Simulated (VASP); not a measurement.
# NaCl (I4/mmm) in VASP: a series of runs

NaCl is run at these levels: PBEsol; tasks: single point.

Program: VASP 6.6.1. These are calculated values, not measurements. Logs are shortened: lines on timing, memory, paths and dates and some standing lists are left out, and cuts for length are marked.

**1. The cell of the first run**

It takes space group I4/mmm (No. 139, tetragonal). Conventional cell: a = 3.498 Å, b = 3.498 Å, c = 7.421 Å, α = 90.00°, β = 90.00°, γ = 90.00°. Na (site symmetry 4/mmm) has 4 Cl at 2.47 Å within 3.3 Å. Cl (site symmetry 4/mmm) has 4 Na at 2.47 Å within 3.3 Å.

**2. Single point, PBEsol**

INCAR reads:

```
  ALGO = Normal
  EDIFF = 1E-6
  ENCUT = 520
  GGA = PS
  ISIF = 2
  ISMEAR = 0
  LASPH = T
  LCHARG = F
  LREAL = F
  LWAVE = F
  NBANDS = 14
  NELM = 80
  PREC = Accurate
  SIGMA = 0.05
```

KPOINTS reads:

```
k-points
0
Gamma
  8 8 8
```

POSCAR reads:

```
NaCl
1.0
    0.0000000000      2.4737614810      3.7106422215
    2.4737614810      0.0000000000      3.7106422215
    2.4737614810      2.4737614810      0.0000000000
Na Cl
1 1
Direct
    0.0000000000      0.0000000000      0.0000000000
    0.5000000000      0.5000000000      0.5000000000
```

Potentials or basis: VASP PAW PBE potentials, release 64 (Na_pv, Cl).

Started as:

```bash
$ cat potpaw_PBE.64/Na_pv/POTCAR potpaw_PBE.64/Cl/POTCAR > POTCAR
$ mpirun -np 1 vasp_std > vasp.out
```

OUTCAR:

```text
EDIFF = 1E-6
   ENCUT = 520
   GGA = PS
   ISIF = 2
   ISMEAR = 0
   LASPH = T
   LREAL = F
   NELM = 80
   PREC = Accurate

 ion  position               nearest neighbor table
   1  0.000  0.000  0.000-   2 2.47   2 2.47   2 2.47   2 2.47
   2  0.500  0.500  0.500-   1 2.47   1 2.47   1 2.47   1 2.47

  LATTYP: Found a body centered tetragonal cell.
 ALAT       =     3.4984270365
 C/A-ratio  =     2.1213203436

  Lattice vectors:

 A1 = (  -2.4737614810,   0.0000000000,   3.7106422215)
 A2 = (   2.4737614810,   0.0000000000,   3.7106422215)
 A3 = (   0.0000000000,   2.4737614810,  -3.7106422215)

Analysis of symmetry for initial positions (statically):
=====================================================================
 Subroutine PRICEL returns:
 Original cell was already a primitive cell.

 Routine SETGRP: Setting up the symmetry group for a
 body centered tetragonal supercell.

 Subroutine GETGRP returns: Found 16 space group operations
 (whereof 16 operations were pure point group operations)
 out of a pool of 16 trial point group operations.

The static configuration has the point symmetry D_4h.

Analysis of symmetry for dynamics (positions and initial velocities):
=====================================================================
 Subroutine PRICEL returns:
 Original cell was already a primitive cell.

 Routine SETGRP: Setting up the symmetry group for a
 body centered tetragonal supercell.

 Subroutine GETGRP returns: Found 16 space group operations
 (whereof 16 operations were pure point group operations)
 out of a pool of 16 trial point group operations.

The dynamic configuration has the point symmetry D_4h.

 Subroutine INISYM returns: Found 16 space group operations
 (whereof 16 operations are pure point group operations),
 and found     1 'primitive' translations

----------------------------------------------------------------------------------------

                                     Primitive cell

  volume of cell :      45.4145

  direct lattice vectors                    reciprocal lattice vectors
     0.000000000  2.473761481  3.710642222    -0.202121346  0.202121346  0.134747564
     2.473761481  0.000000000  3.710642222     0.202121346 -0.202121346  0.134747564
     2.473761481  2.473761481  0.000000000     0.202121346  0.202121346 -0.134747564

  length of vectors
     4.459636932  4.459636932  3.498427037     0.316011049  0.316011049  0.316011049

  position of ions in fractional coordinates (direct lattice)
     0.000000000  0.000000000  0.000000000
     0.500000000  0.500000000  0.500000000

[... 82 lines left out ...]
   ISIF   =      2    stress and relaxation
   ISYM   =      2    0-nonsym 1-usesym 2-fastsym
   POTIM  = 0.5000    time-step for ionic-motion
   TEBEG  =    0.0;   TEEND  =   0.0 temperature during run
   PSTRESS=    0.0 pullay stress
   NELECT =      14.0000    total number of electrons
   NUPDOWN=      -1.0000    fix difference up-down
   EMIN   =  10.00;   EMAX   =-10.00  energy-range for DOS
   EFERMI =   0.00;   METHOD = LEGACY
   ISMEAR =     0;   SIGMA  =   0.05  broadening in eV -4-tet -1-fermi 0-gaus
   EFERMI_NEDOS =   21; number of points for ismear=-14 and -15
   IALGO  =     38    algorithm
   IMIX   =      4    mixing-type and parameters
     AMIX     =   0.40;   BMIX     =  1.00
     AMIX_MAG =   1.60;   BMIX_MAG =  1.00
  volume/ion in A,a.u.               =      22.71       153.24
  Fermi-wavevector in a.u.,A,eV,Ry     =   1.105909  2.089864 16.640388  1.223034
  Thomas-Fermi vector in A             =   2.242402
   LORBIT       =      0    0 simple, 1 ext, 2 COOP (PROOUT), +10 PAW based schemes
   GGA     = PS    functional components
   LHFCALC =     F    Hartree Fock is set to
   AEXX    =    0.0000 exact exchange contribution
   IVDW    =     0    specifies the selected vdW correction
   LEPSILON=     F    determine dielectric tensor
   LRPA    =     F    only Hartree local field effects (RPA)
 non-spin polarized calculation
 Gauss-broadening in eV      SIGMA  =   0.05
  energy-cutoff  :      520.00
  volume of cell :       45.41
 maximum number of plane-waves:      1240
 NGX is ok and might be reduce to    36

 number of electron      14.0000004 magnetization

 Free energy of the ion-electron system (eV)
  ---------------------------------------------------
  ext. energy  EPLUGINS =         0.00000000
  ---------------------------------------------------
  free energy    TOTEN  =        -6.49871568 eV

  energy without entropy =       -6.49871568  energy(sigma->0) =       -6.49871568

 E-fermi :  -0.6274     XC(G=0):  -8.0437

 val. band max:       -0.8329612590   @ k =   0.0000   0.0000   0.0000
 cond. band min:       4.0648242872   @ k =   0.0000   0.0000   0.0000
 fundamental gap:      4.8977855462
 Fermi energy:        -0.6274046877

 k-point     1 :       0.0000    0.0000    0.0000
  band No.  band energies     occupation
      1     -21.3077      2.00000
      2     -21.2663      2.00000
      3     -21.2663      2.00000
      4     -13.7416      2.00000
      5      -1.2966      2.00000
      6      -0.8330      2.00000
      7      -0.8330      2.00000
      8       4.0648      0.00000
      9       8.7237      0.00000
     10      10.3181      0.00000
     11      11.8830      0.00000
     12      11.8830      0.00000
     13      13.0265      0.00000
     14      14.5918      0.00000
[... 377 lines left out ...]
      1     -21.3422      2.00000
      2     -21.3053      2.00000
      3     -21.2670      2.00000
      4     -13.2868      2.00000
      5      -2.7926      2.00000
      6      -1.3783      2.00000
      7      -1.1717      2.00000
      8       6.2950      0.00000
      9       8.2704      0.00000
     10      10.2783      0.00000
     11      11.3687      0.00000
     12      12.8876      0.00000
     13      13.9445      0.00000
     14      15.6162      0.00000

 [... further k-points ...]
[... 5 lines left out ...]
  --------------------------------------------------------------------------------------
  -------------------------------------------------------------------------------------
  Total        3.5792843      3.5792843     -0.4901202      0.0000000      0.0000000      0.0000000
  in kB      126.2734513    126.2734513    -17.2909332      0.0000000      0.0000000      0.0000000
  external PRESSURE =      78.4186565 kB  Pullay stress =       0.0000000 kB

 VOLUME and BASIS-vectors are now :
 -----------------------------------------------------------------------------
  energy-cutoff  :      520.00
  volume of cell :       45.41
      direct lattice vectors                 reciprocal lattice vectors
     0.000000000  2.473761481  3.710642222    -0.202121346  0.202121346  0.134747564
     2.473761481  0.000000000  3.710642222     0.202121346 -0.202121346  0.134747564
     2.473761481  2.473761481  0.000000000     0.202121346  0.202121346 -0.134747564

 POSITION                                       TOTAL-FORCE (eV/Angst)
 -----------------------------------------------------------------------------------
      0.00000      0.00000      0.00000        -0.000000      0.000000      0.000000
      2.47376      2.47376      3.71064         0.000000     -0.000000     -0.000000
 -----------------------------------------------------------------------------------
    total drift:                                0.000000      0.000000      0.000000

  FREE ENERGIE OF THE ION-ELECTRON SYSTEM (eV)
  ---------------------------------------------------
  free  energy   TOTEN  =        -6.4987156823 eV

  energy  without entropy=       -6.4987156822  energy(sigma->0) =       -6.49871568
```

OSZICAR:

```text
N       E                     dE             d eps       ncg     rms          rms(c)
DAV:   1     0.103258294775E+03    0.10326E+03   -0.70515E+03  1658   0.100E+03
DAV:   2     0.202853014644E+01   -0.10123E+03   -0.92295E+02  1836   0.274E+02
DAV:   3    -0.662923817314E+01   -0.86578E+01   -0.86056E+01  2180   0.741E+01
DAV:   4    -0.677464726293E+01   -0.14541E+00   -0.14536E+00  1850   0.104E+01
DAV:   5    -0.677764354482E+01   -0.29963E-02   -0.29962E-02  2166   0.154E+00    0.232E+00
DAV:   6    -0.651917427447E+01    0.25847E+00   -0.38054E-01  2154   0.430E+00    0.163E+00
DAV:   7    -0.649116032217E+01    0.28014E-01   -0.11119E-01  2276   0.212E+00    0.110E+00
DAV:   8    -0.649840903454E+01   -0.72487E-02   -0.13912E-02  1748   0.942E-01    0.272E-01
DAV:   9    -0.649829744565E+01    0.11159E-03   -0.45470E-04  2066   0.201E-01    0.128E-01
DAV:  10    -0.649871621343E+01   -0.41877E-03   -0.58547E-04  1724   0.181E-01    0.382E-02
DAV:  11    -0.649871292427E+01    0.32892E-05   -0.23074E-05  2168   0.511E-02    0.646E-03
DAV:  12    -0.649871537621E+01   -0.24519E-05   -0.40522E-06  1814   0.186E-02    0.154E-03
DAV:  13    -0.649871568226E+01   -0.30605E-06   -0.32789E-07  2026   0.490E-03
   1 F= -.64987157E+01 E0= -.64987157E+01  d E =-.987509E-11
```

stdout:

```text
POSCAR found type information on POSCAR NaCl
 POSCAR found :  2 types and       2 ions
 scaLAPACK will be used
 -----------------------------------------------------------------------------
|                                                                             |
|                                                                             |
|     You enforced a specific xc type in the INCAR file but a different       |
|     I HOPE YOU KNOW WHAT YOU ARE DOING!                                     |
|                                                                             |
 -----------------------------------------------------------------------------

 LDA part: xc-table for (Slater+PW92), standard interpolation
 POSCAR, INCAR and KPOINTS ok, starting setup
 FFT: planning ... GRIDC
 FFT: planning ... GRID_SOFT
 FFT: planning ... GRID
 WAVECAR not read
 entering main loop
```

It took 35 s on 1 thread of AMD EPYC 7R13, shared host; peak memory 0.16 GiB.

Results:

| Quantity | Value |
| --- | --- |
| Free energy | -6.4987 eV |
| Pressure | 7.8 GPa |
| Band gap on the k mesh | 4.90 eV |

Levels at points of the mesh, in eV from the valence-band top:
```
           k point  band 5  band 6  band 7  band 8  band 9  band 10
(0.00, 0.00, 0.00)   -0.46    0.00    0.00    4.90    9.56    11.15
(0.50, 0.00, 0.00)   -2.33   -0.67   -0.06    6.96   10.00    10.31
(0.50, 0.50, 0.00)   -1.75   -0.12   -0.12    8.38    8.77     8.80
(0.50, 0.00, 0.50)   -1.79   -1.52   -0.33    8.06    8.09    12.02
```

Caveat: the stress differs along the axes, from -2 to 13 GPa; the PAW data sets were made with another functional, which shifts forces and pressure a little. A k mesh can miss the band edges.

**3. Single point, PBEsol**

This run uses another cell than the first one, of the same volume but with other edges.

INCAR reads:

```
ALGO = Normal ; EDIFF = 1E-7
ENCUT = 520 ; GGA = PS
ISIF = 2 ; ISMEAR = 0
LASPH = True ; LCHARG = True
LELF = True ; LREAL = False
LVHAR = True ; LWAVE = False
NBANDS = 14 ; NELM = 100
PREC = Accurate ; SIGMA = 0.05
```

KPOINTS is that of step 2.

POSCAR reads:

```
NaCl
1.0
    0.0000000000      2.8705459168      2.7557240802
    2.8705459168      0.0000000000      2.7557240802
    2.8705459168      2.8705459168      0.0000000000
Na Cl
1 1
Direct
    0.0000000000      0.0000000000      0.0000000000
    0.5000000000      0.5000000000      0.5000000000
```

Potentials or basis: VASP PAW PBE potentials, release 64 (Na_pv, Cl).

Started as:

```bash
$ cat potpaw_PBE.64/Na_pv/POTCAR potpaw_PBE.64/Cl/POTCAR > POTCAR
$ mpirun -np 1 vasp_std > vasp.out
```

Run time: 26 s. Hardware: 1 thread of AMD EPYC 7R13, shared host; peak memory 0.15 GiB.

The run converged. Its results:

```
Free energy            : -6.9891 eV
Pressure               : -0.7 GPa
Band gap on the k mesh : 4.88 eV
```

Stress tensor (GPa, compression positive):
```
-1.21  0.00  0.00
 0.00 -1.21  0.00
 0.00  0.00  0.42
```

Levels at points of the mesh, in eV from the valence-band top:
| k point | band 5 | band 6 | band 7 | band 8 | band 9 | band 10 |
| --- | --- | --- | --- | --- | --- | --- |
| (0.00, 0.00, 0.00) | -0.04 | 0.00 | 0.00 | 4.88 | 10.88 | 10.88 |
| (0.50, 0.00, 0.00) | -1.95 | -0.30 | -0.25 | 7.04 | 10.39 | 10.62 |
| (0.50, 0.50, 0.00) | -1.66 | -0.66 | -0.66 | 7.40 | 7.79 | 11.29 |
| (0.50, 0.00, 0.50) | -1.69 | -0.64 | -0.52 | 7.40 | 7.95 | 10.90 |

Caveat: the PAW data sets were made with another functional, which shifts forces and pressure a little. A k mesh can miss the band edges.
